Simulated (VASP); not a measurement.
Write the native input for VASP 6.6.1 that does the following.

| Item | Value |
| --- | --- |
| Task | single point |
| Functional | PBEsol |
| Potentials or basis | VASP PAW PBE potentials, release 64 (Ga_d, B, As) |
| Cutoff | 560 eV |
| k mesh | 1 × 1 × 1, shifted |
| Occupations | fermi-dirac, width 0.05 eV |
| Spin | no spin polarisation |
| Dipole correction | no |
| Further INCAR settings | LREAL = Auto; ALGO = Normal; EDIFF = 1e-06; NBANDS = 296; ISYM = -1 |

The structure of Ga13B3As16 lies in POSCAR:

```
Ga13B3As16
1.0
   10.9774448404      0.0000000000      0.0000000000
    0.0000000000     10.9774448404      0.0000000000
    0.0000000000      0.0000000000     10.9774448404
Ga B As
26 6 32
Direct
    0.0061240000      0.0002410000      0.0056730000
    0.0126900000      0.0002760000      0.4976910000
    0.9966720000      0.4987810000      0.9993380000
    0.4866970000      0.9987830000      0.4968310000
    0.5025760000      0.5002810000      0.9991990000
    0.2536630000      0.2396790000      0.0076390000
    0.2542010000      0.7601000000      0.0048710000
    0.7451980000      0.2437810000      0.9990690000
    0.7494960000      0.2622510000      0.5026190000
    0.7445440000      0.7554520000      0.0015340000
    0.7515190000      0.7367440000      0.5016030000
    0.2556370000      0.9991520000      0.7433070000
    0.2500180000      0.5006510000      0.2616420000
    0.2496230000      0.4998160000      0.7352520000
    0.7445150000      0.9996420000      0.2462430000
    0.7441150000      0.0002170000      0.7586000000
    0.7505070000      0.5002910000      0.2615510000
    0.7492220000      0.5011600000      0.7379570000
    0.0065410000      0.2486210000      0.2600310000
    0.0071520000      0.2559580000      0.7415310000
    0.0101690000      0.7497440000      0.2590680000
    0.0036590000      0.7457260000      0.7400530000
    0.4923770000      0.2464310000      0.2542070000
    0.4944610000      0.2484980000      0.7458950000
    0.4940040000      0.7549600000      0.2560900000
    0.4949680000      0.7493410000      0.7453490000
    0.0132280000      0.4988280000      0.4987430000
    0.4907870000      0.0011000000      0.0064300000
    0.4844060000      0.4977500000      0.4978440000
    0.2465900000      0.2546760000      0.4939570000
    0.2516660000      0.7424690000      0.4918790000
    0.2560850000      0.0004730000      0.2571550000
    0.1389550000      0.1093780000      0.1478100000
    0.1453320000      0.1426230000      0.6128560000
    0.1280700000      0.6245010000      0.1256690000
    0.1264110000      0.6263730000      0.5957380000
    0.6066080000      0.1119050000      0.1139290000
    0.6232610000      0.1236480000      0.6227270000
    0.6239940000      0.6266760000      0.1313240000
    0.6034010000      0.6070060000      0.6096410000
    0.3740600000      0.3776710000      0.1277290000
    0.3708620000      0.3694470000      0.5982120000
    0.3754410000      0.9020080000      0.1332020000
    0.3571770000      0.8551700000      0.6084980000
    0.8728770000      0.3687790000      0.1299460000
    0.8958370000      0.3943790000      0.6114360000
    0.8781920000      0.8721850000      0.1303660000
    0.8725950000      0.8759790000      0.6253240000
    0.3480380000      0.1281470000      0.3750460000
    0.3864910000      0.1105390000      0.8861680000
    0.3742230000      0.6259950000      0.3961380000
    0.3718180000      0.6246140000      0.8745610000
    0.8702590000      0.1247820000      0.3761920000
    0.8822330000      0.1273500000      0.8728920000
    0.8977350000      0.6093790000      0.3893940000
    0.8702980000      0.6278610000      0.8700730000
    0.1272270000      0.3755640000      0.3979710000
    0.1308890000      0.3729760000      0.8761330000
    0.1565230000      0.8721280000      0.3739410000
    0.1247920000      0.8754760000      0.8694410000
    0.6040490000      0.3890180000      0.3882590000
    0.6262450000      0.3739310000      0.8686080000
    0.6270100000      0.8738430000      0.3793120000
    0.6029680000      0.8871340000      0.8909580000
```

These files were run (other wordings do the same):

INCAR

```
PREC = Accurate
ENCUT = 560
EDIFF = 1E-6
ISMEAR = -1
SIGMA = 0.05
LREAL = Auto
LASPH = True
NELM = 120
ALGO = Normal
ISIF = 2
LWAVE = False
LCHARG = False
GGA = PS
ISYM = -1
NBANDS = 296
GGA_COMPAT = False
```

KPOINTS

```
explicit points
1
Reciprocal
  0.25000000   0.25000000   0.25000000 1
```

Potentials or basis: VASP PAW PBE potentials, release 64 (Ga_d, B, As).

Command:

```sh
$ cat potpaw_PBE.64/Ga_d/POTCAR potpaw_PBE.64/B/POTCAR potpaw_PBE.64/As/POTCAR > POTCAR
$ mpirun -np 1 vasp_std > vasp.out
```

Results of the run:

The pressure is 0.2 GPa, the largest force is 0.037 eV/Å and the band gap on the k mesh is 1.17 eV.

Caveat: the PAW data sets were made with another functional, which shifts forces and pressure a little; a shifted mesh leaves out Γ, where band edges can lie.

It took 23 min on 1 thread of Intel(R) Xeon(R) Platinum 8375C CPU @ 2.90GHz (Ice Lake), on a shared host, peak memory 1.5 GiB.
